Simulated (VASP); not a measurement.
A run of VASP 6.6.1:

The input INCAR:

```
SYSTEM = B
ALGO     = Normal         ! electronic algorithm
EDIFF    = 1E-6           ! SCF threshold, eV
ENCUT    = 520            ! plane-wave cutoff, eV
GGA      = PE             ! functional
ISIF     = 2              ! what is computed and relaxed
ISMEAR   = 0              ! smearing method
LASPH    = .TRUE.         ! aspherical terms in the spheres
LCHARG   = .FALSE.        ! write CHGCAR
LREAL    = .FALSE.        ! projectors in reciprocal space
LWAVE    = .FALSE.        ! write WAVECAR
NBANDS   = 18             ! bands
NELM     = 60             ! most SCF steps
PREC     = Accurate       ! precision mode
SIGMA    = 0.1            ! smearing width, eV
```

Contents of KPOINTS:

```
k-points
0
G
  12 12 10
  0 0 0
```

Contents of POSCAR:

```
B
1.0
    3.1427180728     -0.0046317951      0.0009861717
   -0.0669471282      3.2376535507     -0.0026204353
   -0.2330529893     -0.7446452330      4.3315356810
B
6
Direct
    0.7459967064      0.9066303012      0.4510878717
    0.7499508901      0.6201343629      0.0703918168
    0.2540032936      0.0933696988      0.5489121283
    0.2500491099      0.3798656371      0.9296081832
    0.0387449859      0.8343504725      0.8077506514
    0.9612550141      0.1656495275      0.1922493486
```

Potentials or basis: VASP PAW PBE potentials, release 64 (B).

The run is started by

```bash
$ cat potpaw_PBE.64/B/POTCAR > POTCAR
$ mpirun -np 1 vasp_std > vasp.out
```

Hardware: 1 thread of Intel(R) Xeon(R) Platinum 8488C (Sapphire Rapids), on a shared host.

Task: How long does it take, and how much memory?

Result: It took 3.3 min on 1 thread of Intel(R) Xeon(R) Platinum 8488C (Sapphire Rapids) (shared host), peak memory 0.47 GiB. Counts: scf iterations 12, k points 724.
